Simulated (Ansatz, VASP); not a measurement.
TaN in VASP and in Ansatz

```
CELL_PARAMETERS angstrom
3.89595 0.00000 0.00000
-1.94798 3.37399 0.00000
0.00000 0.00000 3.92074
ATOMIC_POSITIONS crystal
Ta 0.33333 0.66667 0.03402
Ta 0.66667 0.33333 0.96598
N 0.00000 0.00000 0.65791
N 0.00000 0.00000 0.34209
```

Alike in both runs: task single point; functional PBE; k mesh 6 × 6 × 4; occupations gaussian, width 0.1 eV; no spin polarisation.

|  | VASP | Ansatz |
| --- | --- | --- |
| version | VASP 6.6.1 | Ansatz 0.2.0 |
| potentials or method | VASP PAW PBE potentials, release 64 (Ta_pv, N), cutoff 520 eV | scalar-relativistic, plane waves, PAW |
| valence electrons in the cell | 32 | 36 |

|  | VASP | Ansatz | Ansatz less VASP |
| --- | --- | --- | --- |
| gap on the k mesh at the Fermi level (eV) | none | none | - |
| rms of the force components (eV/Å) | 1.280 | 1.194 | -0.0867 |

Atom by atom the forces differ by 0.088 eV/Å (rms over components). A gap of «none» marks a metal or a gap that the smearing closes. VASP's potentials hold 32 valence electrons a cell and Ansatz's 36, so a difference there can come from the potentials and not from the codes.

The k mesh is coarse, so the values compare programs but aren't converged. Spin-orbit coupling is off throughout. Noted on VASP's run: the standard files for N, O and F lose accuracy on very short bonds.
